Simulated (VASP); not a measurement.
Input of a VASP 6.6.1 run:

Contents of POSCAR:

```
CoRu2
1.0
    0.0000000000      2.7847904790      2.7847904790
    2.7847904790      0.0000000000      2.7847904790
    2.7847904790      2.7847904790      0.0000000000
Co Ru
1 2
Direct
    0.0000000000      0.0000000000      0.0000000000
    0.2500000000      0.2500000000      0.2500000000
    0.7500000000      0.7500000000      0.7500000000
```

File INCAR.step1:

```
PREC = Accurate ; ENCUT = 520
ISMEAR = 0 ; SIGMA = 0.1
LREAL = False ; LASPH = True
NELM = 150 ; ISPIN = 2
MAGMOM = 1.66 0.39 0.39 ; LMAXMIX = 4
NBANDS = 30 ; GGA = PE
ALGO = Normal ; EDIFF = 1E-4
LWAVE = True ; LCHARG = False
```

Contents of INCAR.step2:

```
PREC = Accurate ; ENCUT = 520
EDIFF = 1E-6 ; ISMEAR = 0
SIGMA = 0.1 ; LREAL = False
LASPH = True ; NELM = 150
ALGO = Normal ; ISIF = 2
LWAVE = False ; LCHARG = False
ISPIN = 2 ; MAGMOM = 1.66 0.39 0.39
LORBIT = 11 ; LMAXMIX = 4
METAGGA = R2SCAN ; LMIXTAU = True
NBANDS = 30 ; ISTART = 1
```

KPOINTS

```
Automatic mesh
0
Gamma
  14 14 14
```

Potentials or basis: VASP PAW PBE potentials, release 64 (Co, Ru_pv).

Run with:

```bash
$ cat potpaw_PBE.64/Co/POTCAR potpaw_PBE.64/Ru_pv/POTCAR > POTCAR
$ cp INCAR.step1 INCAR
$ mpirun -np 1 vasp_std > vasp.out
$ cp INCAR.step2 INCAR
$ mpirun -np 1 vasp_std > vasp.out
```

Question: Predict the net moment.

Answer: 2.20 μB per cell.

Question: Estimate the site moments.

Answer: Co +1.45; Ru +0.37 μB.

Caveat: an empty level that is flat over the whole mesh can mark a ghost state of the potentials, or a narrow d or f band.
